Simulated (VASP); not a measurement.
Set up this calculation in VASP 6.6.1, as the native input.

```yaml
Task: single point
Functional: LDA
Potentials_or_basis: VASP PAW LDA potentials, release 64 (Rh_pv)
Cutoff: 520 eV
k_mesh: 11 × 11 × 11
Occupations: fermi-dirac, width 0.1 eV
Spin: no spin polarisation
Dipole_correction: no
Further_INCAR_settings: ALGO = Normal; EDIFF = 1e-06; NBANDS = 22
```

The structure of Rh lies in POSCAR:

```
Rh
1.0
    0.0000000000      2.6596835476      2.6596835476
    2.6596835476      0.0000000000      2.6596835476
    2.6596835476      2.6596835476      0.0000000000
Rh
2
Direct
    0.1250000000      0.1250000000      0.1250000000
    0.8750000000      0.8750000000      0.8750000000
```

This isn't the form of Rh at room conditions, which is fcc.

The input as run:

INCAR

```
SYSTEM = Rh
ALGO = Normal
EDIFF = 1E-6
ENCUT = 520
ISIF = 2
ISMEAR = -1
LASPH = .True.
LCHARG = .True.
LELF = .True.
LREAL = .False.
LVHAR = .True.
LWAVE = .False.
NBANDS = 22
NELM = 60
PREC = Accurate
SIGMA = 0.1
```

KPOINTS

```
k-points
0
Gamma
  11 11 11
  0 0 0
```

Potentials or basis: VASP PAW LDA potentials, release 64 (Rh_pv).

Launch:

```console
$ cat potpaw_LDA.64/Rh_pv/POTCAR > POTCAR
$ mpirun -np 1 vasp_std > vasp.out
```

It gave:

```json
{"Pressure": "8.1 GPa", "Band gap on the k mesh": "zero (bands 15 and 16 overlap by 1.31 eV)"}
```

Caveat: the cell stands under pressure.

Run time: 14 s on 1 thread of Intel(R) Xeon(R) 6975P-C (Granite Rapids) (shared host), peak memory 0.16 GiB.
